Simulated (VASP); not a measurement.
# CaB15N16 (a cell with a defect) in VASP: notebook

Runs on CaB15N16 (a cell with a defect). Level: PBE. Tasks: single point.

Everything below comes from runs of VASP 6.6.1. Logs are shortened: lines on timing, memory, paths and dates and some standing lists are left out, and cuts for length are marked.

## 1. The cell of the first run

The cell holds a defect, 32 atoms: a = 6.277 Å, b = 6.277 Å, c = 6.277 Å, α = 109.47°, β = 109.47°, γ = 109.47°.

## 2. Single point, PBE, collinear spin

Input file INCAR:

```
ALGO     = Normal         # electronic algorithm
EDIFF    = 1E-6           # SCF threshold, eV
ENCUT    = 520            # plane-wave cutoff, eV
GGA      = PE             # functional
GGA_COMPAT= F            
ISIF     = 2              # what is computed and relaxed
ISMEAR   = 0              # smearing method
ISPIN    = 2              # spin polarisation
ISYM     = -1           
LASPH    = T              # aspherical terms in the spheres
LCHARG   = F              # write CHGCAR
LORBIT   = 11             # projections on sites
LREAL    = Auto         
LWAVE    = F              # write WAVECAR
MAGMOM   = 0 0 0 0 0 0 0.01 0 0 0 0 0 0.01 0 0.01 0.11 0.28 0.06 0.06 0.01 0.04 0.28 0.01 0.01 0.01 0.27 0.06 0.06 0.04 0.06 0.04 0.06 # initial moments
NBANDS   = 94             # bands
NELECT   = 134.0        
NELM     = 200            # most SCF steps
NUPDOWN  = 2.0            # fixed moment
PREC     = Accurate       # precision mode
SIGMA    = 0.01           # smearing width, eV
```

Input file KPOINTS:

```
explicit points
1
Reciprocal
  0.25000000   0.25000000   0.25000000 1
```

Input file POSCAR:

```
CaB15N16
1.0
   -3.6241103800      3.6241103800     -3.6241103800
    3.6241103800      3.6241103800      3.6241103800
    3.6241103800     -3.6241103800     -3.6241103800
B Ca N
15 1 16
Direct
   -0.0102960518     -0.0074609297     -0.0111428991
    0.0008151515      0.2545018728      0.7636046656
    0.0074785685      0.5109555873      0.5016168764
   -0.0108451557      0.7366519646      0.2390861860
    0.2516739063     -0.0008229596      0.7641540503
    0.2516760622      0.5109571760      0.2574419472
    0.2516158035      0.7522437971      0.0039403285
    0.5141373830     -0.0007119151      0.5016056928
    0.5135977810      0.2545208164      0.2509098762
    0.5024699464      0.5053114173      0.0143977573
    0.4958478815      0.7551243561      0.7457886808
    0.7388540772     -0.0074740006      0.2396283576
    0.7492660027      0.2499216798     -0.0007267641
    0.7642963121      0.5052174802      0.7523031125
    0.7540138147      0.7523241911      0.5016205902
    0.2512867184      0.2187507285      0.5016924366
   -0.0719937696     -0.0682741762      0.1779518971
   -0.0032779739      0.2515332036      0.0086972252
    0.0135821371      0.5064184991      0.7565093704
   -0.0005297297      0.7577118072      0.5016291601
    0.2516417642     -0.0013065245      0.0106294545
    0.2516621861      0.2553864889      0.8253563537
    0.2516767014      0.5424719895      0.5016220987
    0.2516301388      0.7576880077      0.2493841397
    0.5038363639      0.0099026916      0.7538353707
    0.5749155462      0.2554055415      0.5015975896
    0.5065845153      0.5064799042      0.2635923489
    0.4896605628      0.7444642140     -0.0054534343
    0.7606440435     -0.0012434320      0.5016206312
    0.7586937098      0.2515289920      0.2467271980
    0.7426291358      0.4896958322     -0.0073975940
    0.7446073432      0.7445108216      0.7396566764
```

Potentials or basis: VASP PAW PBE potentials, release 64 (B, Ca_sv, N).

Launch:

```sh
$ cat potpaw_PBE.64/B/POTCAR potpaw_PBE.64/Ca_sv/POTCAR potpaw_PBE.64/N/POTCAR > POTCAR
$ mpirun -np 1 vasp_std > vasp.out
```

OUTCAR:

```text
EDIFF = 1E-6
   ENCUT = 520
   GGA = PE
   ISIF = 2
   ISMEAR = 0
   ISPIN = 2
   ISYM = -1
   LASPH = T
   LORBIT = 11
   LREAL = Auto
   NELECT = 134.0
   NELM = 200
   NUPDOWN = 2.0
   PREC = Accurate

 ion  position               nearest neighbor table
   1  0.990  0.993  0.989-  17 1.49  32 1.55  18 1.57  21 1.59  16 2.64
   2  0.001  0.255  0.764-  22 1.49  18 1.55  19 1.57  29 1.59  16 2.63
   3  0.007  0.511  0.502-  23 1.48  20 1.57  30 1.60  19 1.60
   4  0.989  0.737  0.239-  17 1.52  31 1.55  24 1.59  20 1.59  16 2.48
   5  0.252  0.999  0.764-  22 1.52  21 1.55  25 1.59  20 1.59  16 2.48
   6  0.252  0.511  0.257-  23 1.48  24 1.57  27 1.60  18 1.60
   7  0.252  0.752  0.004-  24 1.53  19 1.53  28 1.53  21 1.53
   8  0.514  0.999  0.502-  26 1.52  29 1.55  24 1.59  25 1.59  16 2.48
   9  0.514  0.255  0.251-  26 1.49  30 1.55  27 1.57  21 1.59  16 2.64
  10  0.502  0.505  0.014-  22 1.49  27 1.55  28 1.57  31 1.59  16 2.64
  11  0.496  0.755  0.746-  23 1.48  25 1.57  32 1.60  28 1.60
  12  0.739  0.993  0.240-  17 1.49  28 1.55  30 1.57  29 1.59  16 2.63
  13  0.749  0.250  0.999-  25 1.53  30 1.53  18 1.53  31 1.53
  14  0.764  0.505  0.752-  26 1.49  19 1.55  32 1.57  31 1.59  16 2.64
  15  0.754  0.752  0.502-  20 1.53  27 1.53  32 1.53  29 1.53
  16  0.251  0.219  0.502-  22 1.97  17 1.97  26 1.97  23 2.03   5 2.48   4 2.48   8 2.48   2 2.63
                            12 2.63  10 2.64   1 2.64  14 2.64   9 2.64
  17  0.928  0.932  0.178-   1 1.49  12 1.49   4 1.52  16 1.97
  18  0.997  0.252  0.009-  13 1.53   2 1.55   1 1.57   6 1.60
  19  0.014  0.506  0.757-   7 1.53  14 1.55   2 1.57   3 1.60
  20  0.999  0.758  0.502-  15 1.53   3 1.57   5 1.59   4 1.59
  21  0.252  0.999  0.011-   7 1.53   5 1.55   1 1.59   9 1.59
  22  0.252  0.255  0.825-  10 1.49   2 1.49   5 1.52  16 1.97
[... 8 lines left out ...]
  31  0.743  0.490  0.993-  13 1.53   4 1.55  10 1.59  14 1.59
  32  0.745  0.745  0.740-  15 1.53   1 1.55  14 1.57  11 1.60

IMPORTANT INFORMATION: All symmetrisations will be switched off!
NOSYMM: (Re-)initialisation of all symmetry stuff for point group C_1.

----------------------------------------------------------------------------------------

                                     Primitive cell

  volume of cell :     190.3988

  direct lattice vectors                    reciprocal lattice vectors
    -3.624110380  3.624110380 -3.624110380     0.000000000  0.137964893 -0.137964893
     3.624110380  3.624110380  3.624110380     0.137964893  0.137964893  0.000000000
     3.624110380 -3.624110380 -3.624110380     0.137964893  0.000000000 -0.137964893

  length of vectors
     6.277143310  6.277143310  6.277143310     0.195111823  0.195111823  0.195111823

  position of ions in fractional coordinates (direct lattice)
     0.989703948  0.992539070  0.988857101
     0.000815151  0.254501873  0.763604666
     0.007478568  0.510955587  0.501616876
     0.989154844  0.736651965  0.239086186
     0.251673906  0.999177040  0.764154050
     0.251676062  0.510957176  0.257441947
[... 24 lines left out ...]
     0.742629136  0.489695832  0.992602406
     0.744607343  0.744510822  0.739656676

  ion indices of the primitive-cell ions
   primitive index   ion index
                 1           1
                 2           2
                 3           3
                 4           4
                 5           5
                 6           6
[... 24 lines left out ...]
                31          31
                32          32

----------------------------------------------------------------------------------------

 KPOINTS: explicit points

Read explicit list of k-points.

 Found      1 k-points:

 Following reciprocal coordinates:
            Coordinates               Weight
  0.250000  0.250000  0.250000      1.000000
   k-points           NKPTS =      1   k-points in BZ     NKDIM =      1   number of bands    NBANDS=     94
   number of dos      NEDOS =    301   number of ions     NIONS =     32
   total plane-waves  NPLWV = 110592
   dimension x,y,z NGX =    48 NGY =   48 NGZ =   48
   dimension x,y,z NGXF=    96 NGYF=   96 NGZF=   96
   ions per type =              15   1  16
   NGX,Y,Z   is equivalent  to a cutoff of  12.71, 12.71, 12.71 a.u.
   NGXF,Y,Z  is equivalent  to a cutoff of  25.42, 25.42, 25.42 a.u.
 SYSTEM =  unknown system
   PREC   = accura    normal or accurate (medium, high low for compatibility)
   ISTART =      0    job   : 0-new  1-cont  2-samecut
   ICHARG =      2    charge: 1-file 2-atom 10-const
   ISPIN  =      2    spin polarized calculation?
   LNONCOLLINEAR =      F non collinear calculations
   LSORBIT =      F    spin-orbit coupling
   LASPH  =      T    aspherical Exc in radial PAW
   ENCUT  =  520.0 eV  38.22 Ry    6.18 a.u.  11.67 11.67 11.67*2*pi/ulx,y,z
   NELM   =    200;   NELMIN=  2; NELMDL= -5     # of ELM steps
   EDIFF  = 0.1E-05   stopping-criterion for ELM
   LREAL  =      T    real-space projection
   EDIFFG = 0.1E-04   stopping-criterion for IOM
   NSW    =      0    number of steps for IOM
   IBRION =     -1    ionic relax: 0-MD 1-quasi-New 2-CG
   NFREE  =      0    steps in history (QN), initial steepest desc. (CG)
   ISIF   =      2    stress and relaxation
   ISYM   =     -1    0-nonsym 1-usesym 2-fastsym
   POTIM  = 0.5000    time-step for ionic-motion
   TEBEG  =    0.0;   TEEND  =   0.0 temperature during run
   PSTRESS=    0.0 pullay stress
   NELECT =     134.0000    total number of electrons
   NUPDOWN=       2.0000    fix difference up-down
   EMIN   =  10.00;   EMAX   =-10.00  energy-range for DOS
   EFERMI =   0.00;   METHOD = LEGACY
   ISMEAR =     0;   SIGMA  =   0.01  broadening in eV -4-tet -1-fermi 0-gaus
   EFERMI_NEDOS =   21; number of points for ismear=-14 and -15
   IALGO  =     38    algorithm
   IMIX   =      4    mixing-type and parameters
     AMIX     =   0.40;   BMIX     =  1.00
     AMIX_MAG =   1.60;   BMIX_MAG =  1.00
  volume/ion in A,a.u.               =       5.95        40.15
  Fermi-wavevector in a.u.,A,eV,Ry     =   1.456202  2.751823 28.851492  2.120525
  Thomas-Fermi vector in A             =   2.573148
   LORBIT       =     11    0 simple, 1 ext, 2 COOP (PROOUT), +10 PAW based schemes
   GGA     = PE    functional components
   LHFCALC =     F    Hartree Fock is set to
   AEXX    =    0.0000 exact exchange contribution
   IVDW    =     0    specifies the selected vdW correction
   LEPSILON=     F    determine dielectric tensor
   LRPA    =     F    only Hartree local field effects (RPA)
 spin polarized calculation
 Gauss-broadening in eV      SIGMA  =   0.01
  energy-cutoff  :      520.00
  volume of cell :      190.40
 maximum number of plane-waves:      5072
 NGX is ok and might be reduce to    48
   NGX = 23   NGY = 23   NGZ = 23

 number of electron     134.0000001 magnetization       1.9999993

 Free energy of the ion-electron system (eV)
  ---------------------------------------------------
  ext. energy  EPLUGINS =         0.00000000
  ---------------------------------------------------
  free energy    TOTEN  =      -270.62902665 eV

  energy without entropy =     -270.62902665  energy(sigma->0) =     -270.62902665

 E-fermi :   8.0068     XC(G=0): -12.8937

 val. band max:        7.8676315854   @ k =   0.2500   0.2500   0.2500
 cond. band min:       8.2408420212   @ k =   0.2500   0.2500   0.2500
 fundamental gap:      0.3732104358
 Fermi energy:         7.8264257907

 spin component 1

 k-point     1 :       0.2500    0.2500    0.2500
  band No.  band energies     occupation
      1     -29.9905      1.00000
      2     -12.7903      1.00000
      3     -12.7837      1.00000
      4     -12.1425      1.00000
      5     -10.9328      1.00000
      6     -10.9314      1.00000
[... 71 lines left out ...]
     78      15.1143      0.00000
     79      15.3048      0.00000
 Fermi energy:         8.0068384398

 spin component 2

 k-point     1 :       0.2500    0.2500    0.2500
  band No.  band energies     occupation
      1     -29.8375      1.00000
      2     -12.5212      1.00000
      3     -12.5163      1.00000
      4     -12.0617      1.00000
      5     -10.8121      1.00000
      6     -10.8110      1.00000
[... 71 lines left out ...]
     78      15.1993      0.00000
     79      15.3619      0.00000
 [bands above 79 left out]

------------------------ aborting loop because EDIFF is reached ----------------------------------------

  FORCE on cell =-STRESS in cart. coord.  units (eV):
  Direction    XX          YY          ZZ          XY          YZ          ZX
  --------------------------------------------------------------------------------------
  -------------------------------------------------------------------------------------
  Total       24.4680834     24.4557781     24.4651427     -2.7220015     -2.7086560     -2.8119624
  in kB      205.8952340    205.7916864    205.8704883    -22.9052325    -22.7929320    -23.6622401
  external PRESSURE =     205.8524696 kB  Pullay stress =       0.0000000 kB

 VOLUME and BASIS-vectors are now :
 -----------------------------------------------------------------------------
  energy-cutoff  :      520.00
  volume of cell :      190.40
      direct lattice vectors                 reciprocal lattice vectors
    -3.624110380  3.624110380 -3.624110380     0.000000000  0.137964893 -0.137964893
     3.624110380  3.624110380  3.624110380     0.137964893  0.137964893  0.000000000
     3.624110380 -3.624110380 -3.624110380     0.137964893  0.000000000 -0.137964893

 POSITION                                       TOTAL-FORCE (eV/Angst)
 -----------------------------------------------------------------------------------
      3.59400      3.60014     -3.57345        -0.008329      0.019715      0.000980
      3.68678     -1.84209     -1.84800         0.001945     -0.006951      0.020886
      3.64257      0.06095      0.00674         0.010194     -0.028842      0.010006
     -0.04862      5.38804     -1.78157        -0.006097     -0.008060     -0.012901
      5.47841      1.76384     -0.06034        -0.013072     -0.010882     -0.010155
      1.87266      1.83087      0.00667        -0.025462      0.007434      0.008604
[... 24 lines left out ...]
      2.68064      0.86878     -4.51396        -0.000069      0.001033      0.012101
      2.68025      2.71613     -2.68095         0.003645     -0.008865      0.001925
 -----------------------------------------------------------------------------------
    total drift:                               -0.005093     -0.005402     -0.005512

  FREE ENERGIE OF THE ION-ELECTRON SYSTEM (eV)
  ---------------------------------------------------
  free  energy   TOTEN  =      -270.6290266458 eV

  energy  without entropy=     -270.6290266458  energy(sigma->0) =     -270.62902665

 total charge

# of ion       s       p       d       tot
------------------------------------------
    1        0.679   1.396   0.000   2.074
    2        0.679   1.395   0.000   2.074
    3        0.673   1.371   0.000   2.044
    4        0.674   1.374   0.000   2.048
    5        0.674   1.374   0.000   2.048
    6        0.673   1.371   0.000   2.044
[... 24 lines left out ...]
   31        1.216   2.746   0.000   3.961
   32        1.218   2.744   0.000   3.962
--------------------------------------------------
tot         31.905  71.003   0.757 103.666

 magnetization (x)

# of ion       s       p       d       tot
------------------------------------------
    1       -0.001  -0.006   0.000  -0.007
    2       -0.001  -0.006   0.000  -0.007
    3        0.000  -0.001   0.000  -0.001
    4       -0.002  -0.006   0.000  -0.008
    5       -0.002  -0.006   0.000  -0.008
    6        0.000  -0.001   0.000  -0.001
[... 24 lines left out ...]
   31        0.003   0.045   0.000   0.048
   32        0.003   0.057   0.000   0.060
--------------------------------------------------
tot          0.058   1.450   0.146   1.655
```

Wall time 98 s (1 thread of Intel Xeon 6975P-C (Granite Rapids), shared host); peak memory 0.4 GiB.

What came out:

```yaml
Free_energy: -270.6290 eV
Largest_force: 0.104 eV/Å
Net_moment: 2.00 μB per cell
Site_moments: B -0.01, -0.00, +0.02 (each value once); Ca +0.19; N +0.31, +0.06, +0.01, +0.05 (each value once) μB
Valence_electrons_inside_the_program's_atomic_spheres: B 2.07, 2.04, 2.05, 2.14, 2.08 (each value once); Ca 8.83; N 4.02, 3.96, 4.09 (each value once)
```

Forces in eV/Å, atoms in the order of the input:
```
B   -0.008  0.020  0.001
B    0.002 -0.007  0.021
B    0.010 -0.029  0.010
B   -0.006 -0.008 -0.013
B   -0.013 -0.011 -0.010
B   -0.025  0.007  0.009
B    0.003 -0.001 -0.001
B   -0.009 -0.022 -0.010
B   -0.010  0.001  0.030
B    0.001  0.019 -0.008
B    0.010  0.009 -0.026
B    0.022 -0.009  0.001
B   -0.001 -0.002 -0.003
B    0.031  0.002 -0.011
B   -0.001 -0.001 -0.002
Ca   0.003  0.018  0.007
N   -0.051 -0.053  0.054
N    0.001  0.008 -0.009
N   -0.010 -0.001  0.009
N   -0.005  0.012 -0.002
N    0.012  0.003  0.001
N    0.053 -0.050 -0.048
N    0.040  0.046  0.044
N    0.014 -0.007 -0.009
N   -0.008 -0.003  0.014
N   -0.059  0.060 -0.061
N    0.002 -0.010  0.005
N   -0.011  0.007  0.001
N    0.001  0.011  0.001
N    0.008  0.000 -0.007
N    0.000  0.001  0.012
N    0.004 -0.009  0.002
```

Caveat: the cell carries a net charge on a neutralising background, which shifts energy and pressure; the cell is charged against a uniform background, so pressure and absolute levels hang on convention; the total moment is fixed, so each spin has its own Fermi level and the state may be an excited one.

(Part 1 of 2 ends here.)
